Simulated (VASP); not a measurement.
# BiP: single point with PBE

BiP:

```
Bi P
1.0
     2.79392   -5.66017    0.00000
     2.79392    5.66017    0.00000
     0.00000    0.00000    3.32467
Bi P
2 2
Direct
  0.86627 0.13373 0.25000
  0.13373 0.86627 0.75000
  0.56584 0.43416 0.75000
  0.43416 0.56584 0.25000
```

The cell was built from a structure type or drawn by symmetry, and may not be a known phase.

```json
{
 "Program": "VASP 6.6.1",
 "Task": "single point",
 "Functional": "PBE",
 "Potentials or basis": "VASP PAW PBE potentials, release 64 (Bi_d, P)",
 "Cutoff": "520 eV",
 "k mesh": "10 × 10 × 14",
 "Occupations": "gaussian, width 0.1 eV",
 "Spin": "no spin polarisation",
 "Dipole correction": "no",
 "Further INCAR settings": "ALGO = Normal; EDIFF = 1e-07; NBANDS = 28"
}
```

```
Pressure               : -0.1 GPa
Largest force          : 0.059 eV/Å
Band gap on the k mesh : zero (bands 20 and 21 overlap by 3.68 eV)
```

Forces in eV/Å, atoms in the order of the input:
```
Bi   0.000  0.000  0.000
Bi   0.000  0.000  0.000
P    0.000  0.059  0.000
P    0.000 -0.059  0.000
```

Stress tensor (GPa, compression positive):
```
-0.05  0.00  0.00
 0.00 -0.16  0.00
 0.00  0.00 -0.17
```

Levels at points of the mesh, in eV from the Fermi level:
```
           k point  band 18  band 19  band 20  band 21  band 22  band 23
(0.00, 0.00, 0.00)    -2.90    -0.52     1.32     2.63     3.06     3.38
(0.50, 0.00, 0.00)    -1.71    -0.18     0.74     1.08     1.50     2.26
(0.50, 0.50, 0.00)    -2.62    -1.61    -0.74     0.75     2.00     2.69
(0.00, 0.00, 0.50)    -3.62    -3.08    -3.08    -0.87    -0.87     2.12
(0.50, 0.00, 0.50)    -3.81    -1.07    -1.07     0.80     0.80     1.51
(0.50, 0.50, 0.50)    -3.68    -2.44    -2.44     1.20     1.20     2.38
```

Wall time 9 min on 1 thread of Intel(R) Xeon(R) Platinum 8488C (Sapphire Rapids), on a shared host, peak memory 0.68 GiB.

Caveat: spin-orbit coupling is left out, which moves the levels of the heavy elements.
